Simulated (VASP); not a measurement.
# SrTe (Fm-3m) in VASP: further runs, part 2 of 2

VASP 6.6.1. The steps go on from the part before.

### 4 Single point, HSE06

This run uses another cell than the first one, of 37.58 Å³/atom.

POSCAR reads:

```
SrTe
1.0
    0.0000000000      3.3495034516      3.3495034516
    3.3495034516      0.0000000000      3.3495034516
    3.3495034516      3.3495034516      0.0000000000
Sr Te
1 1
Direct
    0.0000000000      0.0000000000      0.0000000000
    0.5000000000      0.5000000000      0.5000000000
```

INCAR.step1 reads:

```
ALGO = Normal ; EDIFF = 1E-5
ENCUT = 400 ; GGA = PE
GGA_COMPAT = False ; ISIF = 2
ISMEAR = -1 ; LASPH = True
LREAL = False ; LWAVE = True
NBANDS = 15 ; NELM = 120
PREC = Accurate ; SIGMA = 0.02
```

INCAR.step2 reads:

```
ALGO = Normal ; EDIFF = 1E-6
ENCUT = 400 ; GGA = PE
GGA_COMPAT = False ; HFSCREEN = 0.2079
ISIF = 2 ; ISMEAR = -1
ISTART = 1 ; LASPH = True
LCHARG = True ; LELF = True
LHFCALC = True ; LREAL = False
LVHAR = True ; LWAVE = False
NBANDS = 15 ; NELM = 120
PREC = Accurate ; PRECFOCK = Normal
SIGMA = 0.02
```

KPOINTS reads:

```
k-points
0
Gamma
  4 4 4
```

Potentials or basis: VASP PAW PBE potentials, release 64 (Sr_sv, Te).

Started as:

```console
$ cat potpaw_PBE.64/Sr_sv/POTCAR potpaw_PBE.64/Te/POTCAR > POTCAR
$ cp INCAR.step1 INCAR
$ mpirun -np 1 vasp_std > vasp.out
$ cp INCAR.step2 INCAR
$ mpirun -np 1 vasp_std > vasp.out
```

OUTCAR:

```text
EDIFF = 1E-6
   ENCUT = 400
   GGA = PE
   HFSCREEN = 0.2079
   ISIF = 2
   ISMEAR = -1
   ISTART = 1
   LASPH = True
   LHFCALC = True
   LREAL = False
   NELM = 120
   PREC = Accurate
   PRECFOCK = Normal

 ion  position               nearest neighbor table
   1  0.000  0.000  0.000-   2 3.35   2 3.35   2 3.35   2 3.35   2 3.35   2 3.35
   2  0.500  0.500  0.500-   1 3.35   1 3.35   1 3.35   1 3.35   1 3.35   1 3.35

  LATTYP: Found a face centered cubic cell.
 ALAT       =     6.6990069032

  Lattice vectors:

 A1 = (   0.0000000000,   3.3495034516,   3.3495034516)
 A2 = (   3.3495034516,   0.0000000000,   3.3495034516)
 A3 = (   3.3495034516,   3.3495034516,   0.0000000000)

Analysis of symmetry for initial positions (statically):
=====================================================================
 Subroutine PRICEL returns:
 Original cell was already a primitive cell.

 Routine SETGRP: Setting up the symmetry group for a
 face centered cubic supercell.

 Subroutine GETGRP returns: Found 48 space group operations
 (whereof 48 operations were pure point group operations)
 out of a pool of 48 trial point group operations.

The static configuration has the point symmetry O_h .

Analysis of symmetry for dynamics (positions and initial velocities):
=====================================================================
 Subroutine PRICEL returns:
 Original cell was already a primitive cell.

 Routine SETGRP: Setting up the symmetry group for a
 face centered cubic supercell.

 Subroutine GETGRP returns: Found 48 space group operations
 (whereof 48 operations were pure point group operations)
 out of a pool of 48 trial point group operations.

The dynamic configuration has the point symmetry O_h .

 Subroutine INISYM returns: Found 48 space group operations
 (whereof 48 operations are pure point group operations),
 and found     1 'primitive' translations

----------------------------------------------------------------------------------------
[... 112 lines left out ...]
   IVDW    =     0    specifies the selected vdW correction
   LEPSILON=     F    determine dielectric tensor
   LRPA    =     F    only Hartree local field effects (RPA)
 non-spin polarized calculation
  energy-cutoff  :      400.00
  volume of cell :       75.16
 maximum number of plane-waves:      1384
 NGX is ok and might be reduce to    32
  NGX = 24; NGY = 24; NGZ = 24

 number of electron      16.0000001 magnetization

 Free energy of the ion-electron system (eV)
  ---------------------------------------------------
  ext. energy  EPLUGINS =         0.00000000
  ---------------------------------------------------
  free energy    TOTEN  =        -9.45421067 eV

  energy without entropy =       -9.45421067  energy(sigma->0) =       -9.45421067

 E-fermi :   2.6507     XC(G=0):  -7.0747

 val. band max:        2.2158315971   @ k =   0.0000   0.0000   0.0000
 cond. band min:       4.7005615487   @ k =   0.5000   0.5000   0.0000
 fundamental gap:      2.4847299516
 Fermi energy:         2.6506554304

 k-point     1 :       0.0000    0.0000    0.0000
  band No.  band energies     occupation
      1     -35.0009      2.00000
      2     -15.7073      2.00000
      3     -15.7073      2.00000
      4     -15.7073      2.00000
      5      -8.6056      2.00000
      6       2.2158      2.00000
      7       2.2158      2.00000
      8       2.2158      2.00000
      9       5.7471      0.00000
     10       6.4048      0.00000
     11       6.4048      0.00000
     12       6.4048      0.00000
     13       7.0746      0.00000
     14       7.0746      0.00000
[... 113 lines left out ...]
      2     -15.7709      2.00000
      3     -15.7709      2.00000
      4     -15.7514      2.00000
      5      -7.9909      2.00000
      6       0.5255      2.00000
      7       0.5255      2.00000
      8       0.6296      2.00000
      9       7.0504      0.00000
     10       7.0504      0.00000
     11       7.5767      0.00000
     12       8.9837      0.00000
     13       9.5600      0.00000
     14      10.7015      0.00000
     15      11.6332      0.00000

------------------------ aborting loop because EDIFF is reached ----------------------------------------

  FORCE on cell =-STRESS in cart. coord.  units (eV):
  Direction    XX          YY          ZZ          XY          YZ          ZX
  --------------------------------------------------------------------------------------
  -------------------------------------------------------------------------------------
  Total       -0.0249815     -0.0249815     -0.0249815     -0.0000000     -0.0000000      0.0000000
  in kB       -0.5325474     -0.5325474     -0.5325474     -0.0000000     -0.0000000      0.0000000
  external PRESSURE =      -0.5325474 kB  Pullay stress =       0.0000000 kB

 VOLUME and BASIS-vectors are now :
 -----------------------------------------------------------------------------
  energy-cutoff  :      400.00
  volume of cell :       75.16
      direct lattice vectors                 reciprocal lattice vectors
     0.000000000  3.349503452  3.349503452    -0.149275858  0.149275858  0.149275858
     3.349503452  0.000000000  3.349503452     0.149275858 -0.149275858  0.149275858
     3.349503452  3.349503452  0.000000000     0.149275858  0.149275858 -0.149275858

 POSITION                                       TOTAL-FORCE (eV/Angst)
 -----------------------------------------------------------------------------------
      0.00000      0.00000      0.00000        -0.000000      0.000000      0.000000
      3.34950      3.34950      3.34950         0.000000     -0.000000     -0.000000
 -----------------------------------------------------------------------------------
    total drift:                               -0.000000      0.000000      0.000000

  FREE ENERGIE OF THE ION-ELECTRON SYSTEM (eV)
  ---------------------------------------------------
  free  energy   TOTEN  =        -9.4542106688 eV

  energy  without entropy=       -9.4542106688  energy(sigma->0) =       -9.45421067
```

OSZICAR.step1:

```text
N       E                     dE             d eps       ncg     rms          rms(c)
DAV:   1     0.613590887911E+02    0.61359E+02   -0.60719E+03   240   0.778E+02
DAV:   2    -0.465304196356E+01   -0.66012E+02   -0.60552E+02   318   0.163E+02
DAV:   3    -0.824471669389E+01   -0.35917E+01   -0.35621E+01   371   0.337E+01
DAV:   4    -0.834986796941E+01   -0.10515E+00   -0.10512E+00   315   0.551E+00
DAV:   5    -0.835141872826E+01   -0.15508E-02   -0.15506E-02   332   0.675E-01    0.147E+01
DAV:   6    -0.824784722130E+01    0.10357E+00   -0.13797E-01   289   0.206E+00    0.875E+00
DAV:   7    -0.825176559925E+01   -0.39184E-02   -0.17519E-01   297   0.248E+00    0.110E+00
DAV:   8    -0.825170022001E+01    0.65379E-04   -0.20863E-02   247   0.665E-01    0.393E-01
DAV:   9    -0.825185391214E+01   -0.15369E-03   -0.91656E-04   303   0.196E-01    0.172E-01
DAV:  10    -0.825208946437E+01   -0.23555E-03   -0.17616E-04   247   0.759E-02    0.351E-02
DAV:  11    -0.825211231187E+01   -0.22848E-04   -0.23646E-05   282   0.251E-02    0.423E-02
DAV:  12    -0.825211277308E+01   -0.46121E-06   -0.66867E-06   190   0.124E-02
   1 F= -.82521128E+01 E0= -.82521128E+01  d E =-.682747E-13
```

Run time: 4.3 min. Hardware: 1 thread of AMD EPYC 9R45 (Zen 5), shared host; peak memory 0.25 GiB.

Results:

```yaml
Free_energy: -9.4542 eV
Pressure: -0.1 GPa
Band_gap_on_the_k_mesh: 2.48 eV (least direct gap 3.30 eV)
```

Levels at points of the mesh, in eV from the valence-band top:
```csv
k point,band 6,band 7,band 8,band 9,band 10,band 11
"(0.00, 0.00, 0.00)",0.00,0.00,0.00,3.53,4.19,4.19
"(0.50, 0.00, 0.00)",-3.01,-1.13,-1.13,4.58,6.22,6.46
"(0.50, 0.50, 0.00)",-2.16,-0.81,-0.81,2.48,4.68,5.85
```

Caveat: the PAW data sets were made with another functional, which shifts forces and pressure a little; spin-orbit coupling is left out, which moves the levels of the heavy elements. A k mesh can miss the band edges.

### 5 Single point, HF

POSCAR reads:

```
SrTe
1.0
    0.0000000000      3.3526569095      3.3526569095
    3.3526569095      0.0000000000      3.3526569095
    3.3526569095      3.3526569095      0.0000000000
Sr Te
1 1
Direct
    0.0000000000      0.0000000000      0.0000000000
    0.5000000000      0.5000000000      0.5000000000
```

INCAR.step1 reads:

```
PREC = Accurate
ENCUT = 400
EDIFF = 1E-5
ISMEAR = 0
SIGMA = 0.01
LREAL = False
LASPH = True
NELM = 120
ALGO = Normal
ISIF = 2
LWAVE = True
LCHARG = False
GGA = PE
NBANDS = 15
GGA_COMPAT = False
```

INCAR.step2 reads:

```
PREC = Accurate
ENCUT = 400
EDIFF = 1E-6
ISMEAR = 0
SIGMA = 0.01
LREAL = False
LASPH = True
NELM = 120
ALGO = Normal
ISIF = 2
LWAVE = False
LCHARG = False
GGA = PE
LHFCALC = True
AEXX = 1.0
ALDAC = 0.0
AGGAC = 0.0
PRECFOCK = Normal
ISTART = 1
NBANDS = 15
GGA_COMPAT = False
```

KPOINTS reads:

```
regular mesh
0
Gamma
  4 4 4
```

Started as:

```console
$ cat potpaw_PBE.64/Sr_sv/POTCAR potpaw_PBE.64/Te/POTCAR > POTCAR
$ cp INCAR.step1 INCAR
$ mpirun -np 1 vasp_std > vasp.out
$ cp INCAR.step2 INCAR
$ mpirun -np 1 vasp_std > vasp.out
```

It took 7.1 min on 1 thread of AMD EPYC 9R45 (Zen 5), shared host; peak memory 0.15 GiB.

The run converged. Its results:

| Item | Value |
| --- | --- |
| Free energy | -15.4966 eV |
| Pressure | 2.5 GPa |
| Band gap on the k mesh | 8.27 eV (least direct gap 8.71 eV) |

Levels at points of the mesh, in eV from the valence-band top:
```
           k point  band 4  band 5  band 6  band 7  band 8  band 9  band 10  band 11  band 12  band 13
(0.00, 0.00, 0.00)  -21.14  -13.09    0.00    0.00    0.00    8.71    10.40    10.40    10.40    11.25
(0.50, 0.00, 0.00)  -21.14  -12.15   -3.56   -1.25   -1.25   10.06    12.97    13.41    13.41    13.75
(0.50, 0.50, 0.00)  -21.19  -12.38   -2.66   -1.01   -1.01    8.27    10.54    12.55    13.30    14.46
```

Caveat: the PAW data sets were made with another functional, which shifts forces and pressure a little; spin-orbit coupling is left out, which moves the levels of the heavy elements.

### 6 Single point, r2SCANh

POSCAR is that of step 5.

INCAR.step1 reads:

```
PREC = Accurate ; ENCUT = 440
EDIFF = 1E-5 ; ISMEAR = 0
SIGMA = 0.01 ; LREAL = False
LASPH = True ; NELM = 120
ALGO = Normal ; ISIF = 2
LWAVE = True ; LCHARG = False
NBANDS = 15 ; GGA = PE
GGA_COMPAT = False
```

INCAR.step2 reads:

```
PREC = Accurate ; ENCUT = 440
EDIFF = 1E-6 ; ISMEAR = 0
SIGMA = 0.01 ; LREAL = False
LASPH = True ; NELM = 120
ALGO = Normal ; ISIF = 2
LWAVE = False ; LCHARG = False
METAGGA = R2SCAN ; LHFCALC = True
AEXX = 0.1 ; LMIXTAU = True
PRECFOCK = Normal ; NBANDS = 15
ISTART = 1 ; GGA_COMPAT = False
```

KPOINTS reads:

```
Automatic mesh
0
Gamma
  4 4 4
```

Potentials or basis: VASP PAW PBE potentials, release 64 (Sr_sv, Te).

Started as:

```console
$ cat potpaw_PBE.64/Sr_sv/POTCAR potpaw_PBE.64/Te/POTCAR > POTCAR
$ cp INCAR.step1 INCAR
$ mpirun -np 1 vasp_std > vasp.out
$ cp INCAR.step2 INCAR
$ mpirun -np 1 vasp_std > vasp.out
```

Wall time 8.5 min (1 thread of AMD EPYC 9R45 (Zen 5), shared host); peak memory 0.17 GiB.

The run converged. Its results:

| Item | Value |
| --- | --- |
| Free energy | -41.7019 eV |
| Pressure | 0.0 GPa |
| Band gap on the k mesh | 2.65 eV (least direct gap 3.43 eV) |

Levels at points of the mesh, in eV from the valence-band top:
| k point | band 5 | band 6 | band 7 | band 8 | band 9 | band 10 | band 11 | band 12 |
| --- | --- | --- | --- | --- | --- | --- | --- | --- |
| (0.00, 0.00, 0.00) | -10.55 | 0.00 | 0.00 | 0.00 | 3.97 | 4.32 | 4.32 | 4.32 |
| (0.50, 0.00, 0.00) | -9.89 | -2.88 | -1.10 | -1.10 | 4.85 | 6.35 | 6.54 | 6.54 |
| (0.50, 0.50, 0.00) | -10.07 | -2.08 | -0.78 | -0.78 | 2.65 | 5.04 | 5.96 | 7.34 |

Caveat: the PAW data sets were made with another functional, which shifts forces and pressure a little; spin-orbit coupling is left out, which moves the levels of the heavy elements. A k mesh can miss the band edges.

### 7 Overview

| level | cell | cutoff (eV) | smearing | share of exact exchange | screening parameter | gap on the mesh (eV) | pressure (GPa) |
| --- | --- | --- | --- | --- | --- | --- | --- |
| HSE06 | a = 4.741 Å, angles 60.0°, 2 atoms | 400 | gaussian 0.01 eV | 0.25 | 0.2079 1/Å | 2.49 | -0.1 |
| PBE0 | a = 4.741 Å, angles 60.0°, 2 atoms | 400 | gaussian 0.01 eV | 0.25 | - | 3.18 | -0.2 |
| HSE06 | a = 4.737 Å, angles 60.0°, 2 atoms | 400 | fermi-dirac 0.02 eV | 0.25 | 0.2079 1/Å | 2.48 | -0.1 |
| HF | a = 4.741 Å, angles 60.0°, 2 atoms | 400 | gaussian 0.01 eV | 1 | - | 8.27 | 2.5 |
| r2SCANh | a = 4.741 Å, angles 60.0°, 2 atoms | 440 | gaussian 0.01 eV | 0.1 | - | 2.65 | 0.0 |

Alike in all rows: task single point; potentials or basis VASP PAW PBE potentials, release 64 (Sr_sv, Te); no spin polarisation; k mesh 4 × 4 × 4.

On the cell as given the gap runs from 2.49 eV (HSE06) to 8.27 eV (HF). The pressure there spans -0.2 GPa (PBE0) to 2.5 GPa (HF); a positive pressure means that this level wants a larger cell, a negative one a smaller.

Caveats: the PAW data sets were made with another functional, which shifts forces and pressure a little; spin-orbit coupling is left out, which moves the levels of the heavy elements.

Absolute energies hang on the potentials; compare differences alone.
